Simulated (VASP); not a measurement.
# Cs (Pm-3m) in VASP: a series of runs

The runs below take Cs through single point, with LDA.

Program: VASP 6.6.1. These are calculated values, not measurements. Logs are shortened: lines on timing, memory, paths and dates and some standing lists are left out, and cuts for length are marked.

### Step 1. The cell of the first run

Symmetry: Pm-3m, No. 221, cubic system. The conventional cell has a = 4.673 Å, b = 4.673 Å, c = 4.673 Å, α = 90.00°, β = 90.00°, γ = 90.00°.

This isn't the form of Cs at room conditions, which is bcc.

### Step 2. Single point, LDA (102.02 Å³/atom)

The input, INCAR:

```
SYSTEM = Cs
ALGO = Normal
EDIFF = 1E-6
ENCUT = 520
ISIF = 2
ISMEAR = -1
LASPH = .TRUE.
LCHARG = .TRUE.
LELF = .TRUE.
LREAL = .FALSE.
LVHAR = .TRUE.
LWAVE = .FALSE.
NBANDS = 10
NELM = 60
PREC = Accurate
SIGMA = 0.1
```

The input, KPOINTS:

```
k-points
0
G
  8 8 8
  0 0 0
```

The input, POSCAR:

```
Cs
1.0
    4.6726648795      0.0000000000      0.0000000000
    0.0000000000      4.6726648795      0.0000000000
    0.0000000000      0.0000000000      4.6726648795
Cs
1
Direct
    0.0000000000      0.0000000000      0.0000000000
```

Potentials or basis: VASP PAW LDA potentials, release 64 (Cs_sv).

Launch:

```console
> cat potpaw_LDA.64/Cs_sv/POTCAR > POTCAR
> mpirun -np 1 vasp_std > vasp.out
```

OUTCAR:

```text
SYSTEM = Cs
   EDIFF = 1E-6
   ENCUT = 520
   ISIF = 2
   ISMEAR = -1
   LASPH = .TRUE.
   LREAL = .FALSE.
   NELM = 60
   PREC = Accurate

 ion  position               nearest neighbor table
   1  0.000  0.000  0.000-

  LATTYP: Found a simple cubic cell.
 ALAT       =     4.6726648795

  Lattice vectors:

 A1 = (   4.6726648795,   0.0000000000,   0.0000000000)
 A2 = (   0.0000000000,   4.6726648795,   0.0000000000)
 A3 = (   0.0000000000,   0.0000000000,   4.6726648795)

Analysis of symmetry for initial positions (statically):
=====================================================================
 Subroutine PRICEL returns:
 Original cell was already a primitive cell.

 Routine SETGRP: Setting up the symmetry group for a
 simple cubic supercell.

 Subroutine GETGRP returns: Found 48 space group operations
 (whereof 48 operations were pure point group operations)
 out of a pool of 48 trial point group operations.

The static configuration has the point symmetry O_h .

Analysis of symmetry for dynamics (positions and initial velocities):
=====================================================================
 Subroutine PRICEL returns:
 Original cell was already a primitive cell.

 Routine SETGRP: Setting up the symmetry group for a
 simple cubic supercell.

 Subroutine GETGRP returns: Found 48 space group operations
 (whereof 48 operations were pure point group operations)
 out of a pool of 48 trial point group operations.

The dynamic configuration has the point symmetry O_h .

 Subroutine INISYM returns: Found 48 space group operations
 (whereof 48 operations are pure point group operations),
 and found     1 'primitive' translations

----------------------------------------------------------------------------------------

                                     Primitive cell

  volume of cell :     102.0220

  direct lattice vectors                    reciprocal lattice vectors
     4.672664880  0.000000000  0.000000000     0.214010640  0.000000000  0.000000000
     0.000000000  4.672664880  0.000000000     0.000000000  0.214010640  0.000000000
     0.000000000  0.000000000  4.672664880     0.000000000  0.000000000  0.214010640

  length of vectors
     4.672664880  4.672664880  4.672664880     0.214010640  0.214010640  0.214010640

  position of ions in fractional coordinates (direct lattice)
     0.000000000  0.000000000  0.000000000

  ion indices of the primitive-cell ions
   primitive index   ion index
                 1           1

----------------------------------------------------------------------------------------

 KPOINTS: k-points

Automatic generation of k-mesh.
 Grid dimensions read from file:
 generate k-points for:    8    8    8

 Generating k-lattice:

  Cartesian coordinates                     Fractional coordinates (reciprocal lattice)
     0.026751330  0.000000000  0.000000000     0.125000000  0.000000000  0.000000000
     0.000000000  0.026751330  0.000000000     0.000000000  0.125000000  0.000000000
     0.000000000  0.000000000  0.026751330     0.000000000  0.000000000  0.125000000

  Length of vectors
     0.026751330  0.026751330  0.026751330

  Shift w.r.t. Gamma in fractional coordinates (k-lattice)
     0.000000000  0.000000000  0.000000000

 Subroutine IBZKPT returns following result:
 ===========================================

 Found     35 irreducible k-points:

 Following reciprocal coordinates:
            Coordinates               Weight
  0.000000  0.000000  0.000000      1.000000
  0.125000  0.000000  0.000000      6.000000
  0.250000  0.000000  0.000000      6.000000
  0.375000  0.000000  0.000000      6.000000
  0.500000  0.000000  0.000000      3.000000
  0.125000  0.125000  0.000000     12.000000
[... 16 lines left out ...]
  0.375000  0.375000  0.125000     24.000000
  0.500000  0.375000  0.125000     24.000000
 [... further k-points ...]
   k-points           NKPTS =     35   k-points in BZ     NKDIM =     35   number of bands    NBANDS=     10
   number of dos      NEDOS =    301   number of ions     NIONS =      1
   total plane-waves  NPLWV =  46656
   dimension x,y,z NGX =    36 NGY =   36 NGZ =   36
   dimension x,y,z NGXF=    72 NGYF=   72 NGZF=   72
   ions per type =               1
   NGX,Y,Z   is equivalent  to a cutoff of  12.81, 12.81, 12.81 a.u.
   NGXF,Y,Z  is equivalent  to a cutoff of  25.62, 25.62, 25.62 a.u.
 SYSTEM =  Cs
   PREC   = accura    normal or accurate (medium, high low for compatibility)
   ISTART =      0    job   : 0-new  1-cont  2-samecut
   ICHARG =      2    charge: 1-file 2-atom 10-const
   ISPIN  =      1    spin polarized calculation?
   LNONCOLLINEAR =      F non collinear calculations
   LSORBIT =      F    spin-orbit coupling
   LASPH  =      T    aspherical Exc in radial PAW
   ENCUT  =  520.0 eV  38.22 Ry    6.18 a.u.   8.69  8.69  8.69*2*pi/ulx,y,z
   NELM   =     60;   NELMIN=  2; NELMDL= -5     # of ELM steps
   EDIFF  = 0.1E-05   stopping-criterion for ELM
   LREAL  =      F    real-space projection
   EDIFFG = 0.1E-04   stopping-criterion for IOM
   NSW    =      0    number of steps for IOM
   IBRION =     -1    ionic relax: 0-MD 1-quasi-New 2-CG
   NFREE  =      0    steps in history (QN), initial steepest desc. (CG)
   ISIF   =      2    stress and relaxation
   ISYM   =      2    0-nonsym 1-usesym 2-fastsym
   POTIM  = 0.5000    time-step for ionic-motion
   TEBEG  =    0.0;   TEEND  =   0.0 temperature during run
   PSTRESS=    0.0 pullay stress
   NELECT =       9.0000    total number of electrons
   NUPDOWN=      -1.0000    fix difference up-down
   EMIN   =  10.00;   EMAX   =-10.00  energy-range for DOS
   EFERMI =   0.00;   METHOD = LEGACY
   ISMEAR =    -1;   SIGMA  =   0.10  broadening in eV -4-tet -1-fermi 0-gaus
   EFERMI_NEDOS =   21; number of points for ismear=-14 and -15
   IALGO  =     38    algorithm
   IMIX   =      4    mixing-type and parameters
     AMIX     =   0.40;   BMIX     =  1.00
     AMIX_MAG =   1.60;   BMIX_MAG =  1.00
  volume/ion in A,a.u.               =     102.02       688.48
  Fermi-wavevector in a.u.,A,eV,Ry     =   0.728771  1.377177  7.226150  0.531107
  Thomas-Fermi vector in A             =   1.820327
   LORBIT       =      0    0 simple, 1 ext, 2 COOP (PROOUT), +10 PAW based schemes
   GGA     = CA    functional components
   LHFCALC =     F    Hartree Fock is set to
   AEXX    =    0.0000 exact exchange contribution
   IVDW    =     0    specifies the selected vdW correction
   LEPSILON=     F    determine dielectric tensor
   LRPA    =     F    only Hartree local field effects (RPA)
 non-spin polarized calculation
  energy-cutoff  :      520.00
  volume of cell :      102.02
 maximum number of plane-waves:      2800
 NGX is ok and might be reduce to    36
   NGX = 17   NGY = 17   NGZ = 17

 number of electron       8.9999999 magnetization

 Free energy of the ion-electron system (eV)
  ---------------------------------------------------
  ext. energy  EPLUGINS =         0.00000000
  ---------------------------------------------------
  free energy    TOTEN  =        -0.90969981 eV

  energy without entropy =       -0.86774423  energy(sigma->0) =       -0.88872202

 E-fermi :   0.6345     XC(G=0):  -5.8448

 val. band max:        0.5769055105   @ k =   0.3750   0.2500   0.1250
 cond. band min:       0.7447676078   @ k =   0.5000   0.1250   0.1250
 fundamental gap:      0.1678620973
 Fermi energy:         0.6345371188

 k-point     1 :       0.0000    0.0000    0.0000
  band No.  band energies     occupation
      1     -23.3034      2.00000
      2      -9.9712      2.00000
      3      -9.9712      2.00000
      4      -9.9712      2.00000
      5      -1.1760      2.00000
      6       1.8261      0.00001
      7       1.8261      0.00001
      8       5.3535      0.00000
      9       5.3535      0.00000
     10       5.3535      0.00000

 k-point     2 :       0.1250    0.0000    0.0000
  band No.  band energies     occupation
      1     -23.3010      2.00000
      2     -10.0206      2.00000
      3      -9.9670      2.00000
      4      -9.9670      2.00000
      5      -1.0212      2.00000
      6       1.8837      0.00001
      7       1.9133      0.00001
      8       4.8484      0.00000
      9       4.8484      0.00000
     10       5.3820      0.00000

 k-point     3 :       0.2500    0.0000    0.0000
  band No.  band energies     occupation
      1     -23.2951      2.00000
      2     -10.1359      2.00000
      3      -9.9568      2.00000
      4      -9.9568      2.00000
      5      -0.6031      1.99999
      6       1.9760      0.00000
      7       2.0364      0.00000
      8       4.2096      0.00000
      9       4.2096      0.00000
     10       5.1608      0.00000

 k-point     4 :       0.3750    0.0000    0.0000
  band No.  band energies     occupation
      1     -23.2893      2.00000
      2     -10.2461      2.00000
      3      -9.9466      2.00000
      4      -9.9466      2.00000
      5      -0.0344      1.99752
      6       1.6376      0.00009
      7       2.2145      0.00000
      8       3.7829      0.00000
      9       3.7829      0.00000
     10       5.5268      0.00000
[... 222 lines left out ...]
 k-point    22 :       0.5000    0.2500    0.1250
  band No.  band energies     occupation
      1     -23.2764      2.00000
      2     -10.2618      2.00000
      3     -10.0933      2.00000
      4      -9.9741      2.00000
      5       1.0727      0.02470
      6       1.2179      0.00584
      7       2.7763      0.00000
      8       2.8623      0.00000
      9       4.1515      0.00000
     10       4.1891      0.00000

 k-point    23 :       0.3750    0.3750    0.1250
  band No.  band energies     occupation
      1     -23.2730      2.00000
      2     -10.2062      2.00000
      3     -10.2012      2.00000
      4      -9.9681      2.00000
      5       0.8488      0.20997
      6       1.7300      0.00003
      7       2.6729      0.00000
      8       3.0442      0.00000
      9       3.9845      0.00000
     10       4.1872      0.00000

 k-point    24 :       0.5000    0.3750    0.1250
  band No.  band energies     occupation
      1     -23.2706      2.00000
      2     -10.2460      2.00000
      3     -10.1974      2.00000
      4      -9.9637      2.00000
      5       0.9271      0.10179
      6       1.7697      0.00002
      7       2.6765      0.00000
      8       2.9144      0.00000
      9       4.1535      0.00000
     10       4.3211      0.00000

 [... further k-points ...]

------------------------ aborting loop because EDIFF is reached ----------------------------------------

  FORCE on cell =-STRESS in cart. coord.  units (eV):
  Direction    XX          YY          ZZ          XY          YZ          ZX
  --------------------------------------------------------------------------------------
  -------------------------------------------------------------------------------------
  Total        0.0354293      0.0354293      0.0354293     -0.0000000      0.0000000     -0.0000000
  in kB        0.5563902      0.5563902      0.5563902     -0.0000000      0.0000000     -0.0000000
  external PRESSURE =       0.5563902 kB  Pullay stress =       0.0000000 kB

 VOLUME and BASIS-vectors are now :
 -----------------------------------------------------------------------------
  energy-cutoff  :      520.00
  volume of cell :      102.02
      direct lattice vectors                 reciprocal lattice vectors
     4.672664880  0.000000000  0.000000000     0.214010640  0.000000000  0.000000000
     0.000000000  4.672664880  0.000000000     0.000000000  0.214010640  0.000000000
     0.000000000  0.000000000  4.672664880     0.000000000  0.000000000  0.214010640

 POSITION                                       TOTAL-FORCE (eV/Angst)
 -----------------------------------------------------------------------------------
      0.00000      0.00000      0.00000         0.000000      0.000000      0.000000
 -----------------------------------------------------------------------------------
    total drift:                                0.000000     -0.000000     -0.000000

  FREE ENERGIE OF THE ION-ELECTRON SYSTEM (eV)
  ---------------------------------------------------
  free  energy   TOTEN  =        -0.9096998128 eV

  energy  without entropy=       -0.8677442288  energy(sigma->0) =       -0.88872202
```

Wall time 9.1 s (1 thread of AMD EPYC 9R45 (Zen 5), shared host); peak memory 0.15 GiB.

Results:

| Item | Value |
| --- | --- |
| Free energy | -0.9097 eV |
| Pressure | 0.1 GPa |
| Band gap on the k mesh | zero (an odd number of electrons rules out a gap without spin polarisation) |

Caveat: spin-orbit coupling is left out, which moves the levels of the heavy elements.

(Part 1 of 2 ends here.)

The gap in the log of VASP goes by the Fermi energy; the results here count the filled bands.